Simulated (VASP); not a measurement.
# LaMg3 (P4/mmm) in VASP: further runs

LaMg3 is run at these levels: LDA; tasks: single point.

Everything below comes from runs of VASP 6.6.1. Logs are shortened: lines on timing, memory, paths and dates and some standing lists are left out, and cuts for length are marked.

## (1) The cell of the first run

The structure is tetragonal, space group P4/mmm (No. 123). The conventional cell has a = 4.869 Å, b = 4.869 Å, c = 5.088 Å, α = 90.00°, β = 90.00°, γ = 90.00°. Within 4.5 Å of La (site symmetry 4/mmm) lie 12 Mg at 3.44 to 3.52 Å. Mg (site symmetry mmm) has 8 Mg at 3.44 to 3.52 Å and 4 La at 3.52 Å within 4.5 Å. Mg (site symmetry 4/mmm) has 4 La at 3.44 Å and 8 Mg at 3.52 Å within 4.5 Å.

## (2) Single point, LDA

INCAR reads:

```
SYSTEM = LaMg3
  ALGO = Normal
  EDIFF = 1E-6
  ENCUT = 520
  ISIF = 2
  ISMEAR = -1
  LASPH = .True.
  LCHARG = .False.
  LREAL = .False.
  LWAVE = .False.
  NBANDS = 16
  NELM = 80
  PREC = Accurate
  SIGMA = 0.05
```

KPOINTS reads:

```
k-points
0
Gamma
  5 5 5
  0 0 0
```

POSCAR reads:

```
LaMg3
1.0
    4.8686168172      0.0000000000      0.0000000000
    0.0000000000      4.8686168172      0.0000000000
    0.0000000000      0.0000000000      5.0880555487
La Mg
1 3
Direct
    0.0000000000      0.0000000000      0.0000000000
    0.5000000000      0.0000000000      0.5000000000
    0.5000000000      0.5000000000      0.0000000000
    0.0000000000      0.5000000000      0.5000000000
```

Potentials or basis: VASP PAW LDA potentials, release 64 (La, Mg).

Launch:

```bash
$ cat potpaw_LDA.64/La/POTCAR potpaw_LDA.64/Mg/POTCAR > POTCAR
$ mpirun -np 1 vasp_std > vasp.out
```

OUTCAR:

```text
SYSTEM = LaMg3
   EDIFF = 1E-6
   ENCUT = 520
   ISIF = 2
   ISMEAR = -1
   LASPH = .True.
   LREAL = .False.
   NELM = 80
   PREC = Accurate

 ion  position               nearest neighbor table
   1  0.000  0.000  0.000-   3 3.44   3 3.44   3 3.44   3 3.44   4 3.52   2 3.52   4 3.52   4 3.52
                             2 3.52   4 3.52   2 3.52   2 3.52
   2  0.500  0.000  0.500-   4 3.44   4 3.44   4 3.44   4 3.44   3 3.52   3 3.52   3 3.52   3 3.52
                             1 3.52   1 3.52   1 3.52   1 3.52
   3  0.500  0.500  0.000-   1 3.44   1 3.44   1 3.44   1 3.44   4 3.52   2 3.52   2 3.52   2 3.52
                             4 3.52   4 3.52   4 3.52   2 3.52
   4  0.000  0.500  0.500-   2 3.44   2 3.44   2 3.44   2 3.44   3 3.52   1 3.52   1 3.52   1 3.52
                             3 3.52   3 3.52   3 3.52   1 3.52

  LATTYP: Found a simple tetragonal cell.
 ALAT       =     4.8686168172
 C/A-ratio  =     1.0450720892

  Lattice vectors:

 A1 = (   4.8686168172,   0.0000000000,   0.0000000000)
 A2 = (   0.0000000000,   4.8686168172,   0.0000000000)
 A3 = (   0.0000000000,   0.0000000000,   5.0880555487)

Analysis of symmetry for initial positions (statically):
=====================================================================
 Subroutine PRICEL returns:
 Original cell was already a primitive cell.

 Routine SETGRP: Setting up the symmetry group for a
 simple tetragonal supercell.

 Subroutine GETGRP returns: Found 16 space group operations
 (whereof 16 operations were pure point group operations)
 out of a pool of 16 trial point group operations.

The static configuration has the point symmetry D_4h.

Analysis of symmetry for dynamics (positions and initial velocities):
=====================================================================
 Subroutine PRICEL returns:
 Original cell was already a primitive cell.

 Routine SETGRP: Setting up the symmetry group for a
 simple tetragonal supercell.

 Subroutine GETGRP returns: Found 16 space group operations
 (whereof 16 operations were pure point group operations)
 out of a pool of 16 trial point group operations.

The dynamic configuration has the point symmetry D_4h.

 Subroutine INISYM returns: Found 16 space group operations
 (whereof 16 operations are pure point group operations),
 and found     1 'primitive' translations

----------------------------------------------------------------------------------------

                                     Primitive cell

  volume of cell :     120.6044

  direct lattice vectors                    reciprocal lattice vectors
     4.868616817  0.000000000  0.000000000     0.205397146  0.000000000  0.000000000
     0.000000000  4.868616817  0.000000000     0.000000000  0.205397146  0.000000000
     0.000000000  0.000000000  5.088055549     0.000000000  0.000000000  0.196538735

  length of vectors
     4.868616817  4.868616817  5.088055549     0.205397146  0.205397146  0.196538735

  position of ions in fractional coordinates (direct lattice)
     0.000000000  0.000000000  0.000000000
     0.500000000  0.000000000  0.500000000
     0.500000000  0.500000000  0.000000000
     0.000000000  0.500000000  0.500000000

  ion indices of the primitive-cell ions
   primitive index   ion index
                 1           1
                 2           2
                 3           3
                 4           4

----------------------------------------------------------------------------------------

 KPOINTS: k-points

Automatic generation of k-mesh.
 Grid dimensions read from file:
 generate k-points for:    5    5    5

 Generating k-lattice:

  Cartesian coordinates                     Fractional coordinates (reciprocal lattice)
     0.041079429  0.000000000  0.000000000     0.200000000  0.000000000  0.000000000
     0.000000000  0.041079429  0.000000000     0.000000000  0.200000000  0.000000000
     0.000000000  0.000000000  0.039307747     0.000000000  0.000000000  0.200000000

  Length of vectors
     0.041079429  0.041079429  0.039307747

  Shift w.r.t. Gamma in fractional coordinates (k-lattice)
     0.000000000  0.000000000  0.000000000

 Subroutine IBZKPT returns following result:
 ===========================================

 Found     18 irreducible k-points:

 Following reciprocal coordinates:
            Coordinates               Weight
  0.000000  0.000000  0.000000      1.000000
  0.200000  0.000000  0.000000      4.000000
  0.400000  0.000000  0.000000      4.000000
  0.200000  0.200000  0.000000      4.000000
  0.400000  0.200000  0.000000      8.000000
  0.400000  0.400000  0.000000      4.000000
[... 10 lines left out ...]
  0.400000  0.200000  0.400000     16.000000
  0.400000  0.400000  0.400000      8.000000
   k-points           NKPTS =     18   k-points in BZ     NKDIM =     18   number of bands    NBANDS=     16
   number of dos      NEDOS =    301   number of ions     NIONS =      4
   total plane-waves  NPLWV =  51840
   dimension x,y,z NGX =    36 NGY =   36 NGZ =   40
   dimension x,y,z NGXF=    72 NGYF=   72 NGZF=   80
   ions per type =               1   3
   NGX,Y,Z   is equivalent  to a cutoff of  12.29, 12.29, 13.07 a.u.
   NGXF,Y,Z  is equivalent  to a cutoff of  24.59, 24.59, 26.14 a.u.
 SYSTEM =  LaMg3
   PREC   = accura    normal or accurate (medium, high low for compatibility)
   ISTART =      0    job   : 0-new  1-cont  2-samecut
   ICHARG =      2    charge: 1-file 2-atom 10-const
   ISPIN  =      1    spin polarized calculation?
   LNONCOLLINEAR =      F non collinear calculations
   LSORBIT =      F    spin-orbit coupling
   LASPH  =      T    aspherical Exc in radial PAW
   ENCUT  =  520.0 eV  38.22 Ry    6.18 a.u.   9.05  9.05  9.46*2*pi/ulx,y,z
   NELM   =     80;   NELMIN=  2; NELMDL= -5     # of ELM steps
   EDIFF  = 0.1E-05   stopping-criterion for ELM
   LREAL  =      F    real-space projection
   EDIFFG = 0.1E-04   stopping-criterion for IOM
   NSW    =      0    number of steps for IOM
   IBRION =     -1    ionic relax: 0-MD 1-quasi-New 2-CG
   NFREE  =      0    steps in history (QN), initial steepest desc. (CG)
   ISIF   =      2    stress and relaxation
   ISYM   =      2    0-nonsym 1-usesym 2-fastsym
   POTIM  = 0.5000    time-step for ionic-motion
   TEBEG  =    0.0;   TEEND  =   0.0 temperature during run
   PSTRESS=    0.0 pullay stress
   NELECT =      17.0000    total number of electrons
   NUPDOWN=      -1.0000    fix difference up-down
   EMIN   =  10.00;   EMAX   =-10.00  energy-range for DOS
   EFERMI =   0.00;   METHOD = LEGACY
   ISMEAR =    -1;   SIGMA  =   0.05  broadening in eV -4-tet -1-fermi 0-gaus
   EFERMI_NEDOS =   21; number of points for ismear=-14 and -15
   IALGO  =     38    algorithm
   IMIX   =      4    mixing-type and parameters
     AMIX     =   0.40;   BMIX     =  1.00
     AMIX_MAG =   1.60;   BMIX_MAG =  1.00
  volume/ion in A,a.u.               =      30.15       203.47
  Fermi-wavevector in a.u.,A,eV,Ry     =   0.851995  1.610036  9.876396  0.725895
  Thomas-Fermi vector in A             =   1.968214
   LORBIT       =      0    0 simple, 1 ext, 2 COOP (PROOUT), +10 PAW based schemes
   GGA     = CA    functional components
   LHFCALC =     F    Hartree Fock is set to
   AEXX    =    0.0000 exact exchange contribution
   IVDW    =     0    specifies the selected vdW correction
   LEPSILON=     F    determine dielectric tensor
   LRPA    =     F    only Hartree local field effects (RPA)
 non-spin polarized calculation
  energy-cutoff  :      520.00
  volume of cell :      120.60
 maximum number of plane-waves:      3263
   NGX = 19   NGY = 19   NGZ = 19

 number of electron      17.0000000 magnetization

 Free energy of the ion-electron system (eV)
  ---------------------------------------------------
  ext. energy  EPLUGINS =         0.00000000
  ---------------------------------------------------
  free energy    TOTEN  =       -10.94988465 eV

  energy without entropy =      -10.91514042  energy(sigma->0) =      -10.93251254

 E-fermi :   3.2454     XC(G=0):  -8.6077

 val. band max:        3.2391021948   @ k =   0.4000   0.0000   0.0000
 cond. band min:       3.2678545857   @ k =   0.0000   0.0000   0.4000
 fundamental gap:      0.0287523909
 Fermi energy:         3.2453523085

 k-point     1 :       0.0000    0.0000    0.0000
  band No.  band energies     occupation
      1     -29.6251      2.00000
      2     -13.3238      2.00000
      3     -13.3085      2.00000
      4     -13.3085      2.00000
      5      -2.0412      2.00000
      6       2.0414      2.00000
[... 8 lines left out ...]
     15       4.8832      0.00000
     16       4.8951      0.00000

 k-point     2 :       0.2000    0.0000    0.0000
  band No.  band energies     occupation
      1     -29.6243      2.00000
      2     -13.3360      2.00000
      3     -13.3214      2.00000
      4     -13.3063      2.00000
      5      -1.7428      2.00000
      6       1.6676      2.00000
[... 8 lines left out ...]
     15       4.7550      0.00000
     16       4.7746      0.00000

 k-point     3 :       0.4000    0.0000    0.0000
  band No.  band energies     occupation
      1     -29.6229      2.00000
      2     -13.3798      2.00000
      3     -13.3176      2.00000
      4     -13.3027      2.00000
      5      -0.9070      2.00000
      6       0.3340      2.00000
[... 8 lines left out ...]
     15       4.7412      0.00000
     16       4.7415      0.00000

 k-point     4 :       0.2000    0.2000    0.0000
  band No.  band energies     occupation
      1     -29.6234      2.00000
      2     -13.3344      2.00000
      3     -13.3318      2.00000
      4     -13.3191      2.00000
      5      -1.4576      2.00000
      6       1.8062      2.00000
[... 8 lines left out ...]
     15       4.7439      0.00000
     16       4.7798      0.00000
[... 210 lines left out ...]
 k-point    16 :       0.2000    0.2000    0.4000
  band No.  band energies     occupation
      1     -29.6223      2.00000
      2     -13.3640      2.00000
      3     -13.3297      2.00000
      4     -13.3274      2.00000
      5      -0.5346      2.00000
      6       0.6221      2.00000
[... 8 lines left out ...]
     15       4.7072      0.00000
     16       4.7217      0.00000

 k-point    17 :       0.4000    0.2000    0.4000
  band No.  band energies     occupation
      1     -29.6210      2.00000
      2     -13.3697      2.00000
      3     -13.3583      2.00000
      4     -13.3240      2.00000
      5       0.0098      2.00000
      6       1.1185      2.00000
[... 8 lines left out ...]
     15       4.7057      0.00000
     16       4.7272      0.00000

 k-point    18 :       0.4000    0.4000    0.4000
  band No.  band energies     occupation
      1     -29.6197      2.00000
      2     -13.3641      2.00000
      3     -13.3632      2.00000
      4     -13.3527      2.00000
      5       0.5148      2.00000
      6       1.1574      2.00000
[... 8 lines left out ...]
     15       4.7255      0.00000
     16       4.7307      0.00000

------------------------ aborting loop because EDIFF is reached ----------------------------------------

  FORCE on cell =-STRESS in cart. coord.  units (eV):
  Direction    XX          YY          ZZ          XY          YZ          ZX
  --------------------------------------------------------------------------------------
  -------------------------------------------------------------------------------------
  Total       -3.2560387     -3.2560387     -3.3667196      0.0000000      0.0000000      0.0000000
  in kB      -43.2550787    -43.2550787    -44.7254277      0.0000000      0.0000000      0.0000000
  external PRESSURE =     -43.7451950 kB  Pullay stress =       0.0000000 kB

 VOLUME and BASIS-vectors are now :
 -----------------------------------------------------------------------------
  energy-cutoff  :      520.00
  volume of cell :      120.60
      direct lattice vectors                 reciprocal lattice vectors
     4.868616817  0.000000000  0.000000000     0.205397146  0.000000000  0.000000000
     0.000000000  4.868616817  0.000000000     0.000000000  0.205397146  0.000000000
     0.000000000  0.000000000  5.088055549     0.000000000  0.000000000  0.196538735

 POSITION                                       TOTAL-FORCE (eV/Angst)
 -----------------------------------------------------------------------------------
      0.00000      0.00000      0.00000         0.000000      0.000000      0.000000
      2.43431      0.00000      2.54403         0.000000      0.000000      0.000000
      2.43431      2.43431      0.00000         0.000000      0.000000      0.000000
      0.00000      2.43431      2.54403         0.000000      0.000000      0.000000
 -----------------------------------------------------------------------------------
    total drift:                               -0.000000     -0.000000     -0.000000

  FREE ENERGIE OF THE ION-ELECTRON SYSTEM (eV)
  ---------------------------------------------------
  free  energy   TOTEN  =       -10.9498846509 eV

  energy  without entropy=      -10.9151404199  energy(sigma->0) =      -10.93251254
```

Run time: 17 s. Hardware: 1 thread of AMD EPYC 9R45 (Zen 5), shared host; peak memory 0.17 GiB.

What came out:

```yaml
Free_energy: -10.9499 eV
Pressure: -4.4 GPa
```

Levels at points of the mesh, in eV from the Fermi level:
| k point | band 6 | band 7 | band 8 | band 9 | band 10 | band 11 |
| --- | --- | --- | --- | --- | --- | --- |
| (0.00, 0.00, 0.00) | -1.20 | -0.97 | 0.35 | 0.66 | 0.66 | 1.29 |

Caveat: spin-orbit coupling is left out, which moves the levels of the heavy elements.

## (3) Single point, LDA

This run uses another cell than the first one, of 30.85 Å³/atom, 1.023 times its volume.

INCAR reads:

```
SYSTEM = LaMg3
ALGO = Normal
EDIFF = 1E-6
ENCUT = 520
GGA = CA
ISIF = 2
ISMEAR = -1
LASPH = .True.
LCHARG = .False.
LREAL = .False.
LWAVE = .False.
NBANDS = 16
NELM = 100
PREC = Accurate
SIGMA = 0.05
```

KPOINTS is that of step 2.

POSCAR reads:

```
LaMg3
1.0
    4.9060691876      0.0000000000      0.0000000000
    0.0000000000      4.9060691876      0.0000000000
    0.0000000000      0.0000000000      5.1271959757
La Mg
1 3
Direct
    0.0000000000      0.0000000000      0.0000000000
    0.5000000000      0.0000000000      0.5000000000
    0.5000000000      0.5000000000      0.0000000000
    0.0000000000      0.5000000000      0.5000000000
```

Potentials or basis: VASP PAW LDA potentials, release 64 (La, Mg).

Launch:

```bash
$ cat potpaw_LDA.64/La/POTCAR potpaw_LDA.64/Mg/POTCAR > POTCAR
$ mpirun -np 1 vasp_std > vasp.out
```

Run time: 17 s. Hardware: 1 thread of AMD EPYC 9R45 (Zen 5), shared host; peak memory 0.17 GiB.

It converged, with:

- Free energy: -10.8691 eV
- Pressure: -4.8 GPa

Stress tensor (GPa, compression positive):
```
-4.79  0.00  0.00
 0.00 -4.79  0.00
 0.00  0.00 -4.93
```

Levels at points of the mesh, in eV from the Fermi level:
| k point | band 6 | band 7 | band 8 | band 9 | band 10 | band 11 |
| --- | --- | --- | --- | --- | --- | --- |
| (0.00, 0.00, 0.00) | -1.18 | -0.95 | 0.34 | 0.64 | 0.64 | 1.24 |

Caveat: spin-orbit coupling is left out, which moves the levels of the heavy elements.
